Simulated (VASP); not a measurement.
Crystal: Ta.

```
Ta
1.0
     2.88091    0.00000    0.00000
    -1.44045    2.49494    0.00000
     0.00000    0.00000    5.13160
Ta
2
Direct
  0.33333 0.66667 0.25000
  0.66667 0.33333 0.75000
```

This cell differs from its parent crystal: volume scaled by 0.98.

Base run:

| Property | Result |
| --- | --- |
| Program | VASP 6.6.1 |
| Functional | PBEsol |
| Potentials or basis | VASP PAW PBE potentials, release 64 (Ta_pv) |
| Cutoff | 520 eV |
| k mesh | 11 × 11 × 5 |
| Occupations | fermi-dirac, width 0.05 eV |
| Spin | no spin polarisation |

Its results: band gap on the k mesh zero (band 11 reaches 6.53 eV, above the bottom of band 12 at 5.01 eV); pressure -3.5 GPa.

Problem. The run is repeated on the same cell with these changes: functional from PBEsol to PBE; further incar settings from ALGO = Fast; EDIFF = 1e-07; NBANDS = 18 to ALGO = Normal; EDIFF = 1e-07; NBANDS = 18. What comes out?

Solution. Band gap on the k mesh zero (band 11 reaches 6.69 eV, above the bottom of band 12 at 5.18 eV); pressure 3.0 GPa.

Caveats: spin-orbit coupling is left out, which moves the levels of the heavy elements; the PAW data sets were made with another functional, which shifts forces and pressure a little (some runs).
